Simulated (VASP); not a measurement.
Na, 2 atoms in the cell. Symmetry: C2/m, No. 12, monoclinic system. The conventional cell has a = 6.525 Å, b = 3.767 Å, c = 6.154 Å, α = 90.00°, β = 90.00°, γ = 90.00°. Within 4.4 Å of Na (site symmetry m) lie 12 Na at 3.35 to 4.27 Å.  This cell differs from its parent crystal: atom 1 (Na) moved by (-0.225, -0.450) A along y and z.

| Quantity | Value |
| --- | --- |
| Program | VASP 6.6.1 |
| Task | single point |
| Functional | PBEsol |
| Potentials or basis | VASP PAW PBE potentials, release 64 (Na_pv) |
| Cutoff | 520 eV |
| k mesh | 12 × 12 × 8 |
| Occupations | gaussian, width 0.15 eV |
| Spin | no spin polarisation |
| Dipole correction | no |
| Further INCAR settings | ALGO = Fast; EDIFF = 1e-07; NBANDS = 14 |

Potentials or basis: VASP PAW PBE potentials, release 64 (Na_pv).

The run is started by

```sh
$ cat potpaw_PBE.64/Na_pv/POTCAR > POTCAR
$ mpirun -np 1 vasp_std > vasp.out
```

Hardware: 1 thread of Intel Xeon 8259CL (shared host).

Question: How long does it take, and how much memory?

Answer: It took 8.6 min on 1 thread of Intel Xeon 8259CL, on a shared host, peak memory 0.37 GiB. Counts: scf iterations 16, k points 320.
